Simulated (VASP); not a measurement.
## PbI2: single point with PBEsol

Crystal: PbI2.

```
CELL_PARAMETERS angstrom
4.55500 0.00000 0.00000
-2.27750 3.94475 0.00000
0.00000 0.00000 6.97700
ATOMIC_POSITIONS crystal
Pb 0.00000 0.00000 0.00000
I 0.33333 0.66667 0.26500
I 0.66667 0.33333 0.73500
```

```
Program                : VASP 6.6.1
Task                   : single point
Functional             : PBEsol
Potentials or basis    : VASP PAW PBE potentials, release 64 (Pb_d, I)
Cutoff                 : 500 eV
k mesh                 : 3 × 3 × 2
Occupations            : gaussian, width 0.01 eV
Spin                   : no spin polarisation
Dipole correction      : no
Further INCAR settings : ALGO = Normal; EDIFF = 1e-06; NBANDS = 21
```

```json
{
  "Pressure": "0.1 GPa",
  "Largest force": "0.035 eV/Å",
  "Band gap on the k mesh": "2.11 eV"
}
```

Forces on the atoms (eV/Å):
```
Pb   0.000  0.000  0.000
I    0.000  0.000 -0.035
I    0.000  0.000  0.035
```

Levels at points of the mesh, in eV from the valence-band top:
| k point | band 12 | band 13 | band 14 | band 15 | band 16 | band 17 |
| --- | --- | --- | --- | --- | --- | --- |
| (0.00, 0.00, 0.00) | -0.92 | -0.92 | -0.70 | 2.37 | 3.31 | 3.31 |
| (0.00, 0.00, 0.50) | -0.74 | -0.74 | 0.00 | 2.11 | 3.12 | 3.12 |

Run time: 23 s on 1 thread of AMD EPYC 7R43 64-Core Processor (Zen 3) (shared host), peak memory 0.2 GiB.

Caveat: the k points lie up to 0.53 Å⁻¹ apart; the PAW data sets were made with another functional, which shifts forces and pressure a little; spin-orbit coupling is left out, which moves the levels of the heavy elements; an odd mesh through Γ misses points on the zone boundary, where band edges can lie; this functional lacks dispersion, which binds the layers, so the pressure and a relaxed spacing across them are unreliable. PBEsol gaps usually lie below the measured ones, often by a third to a half.
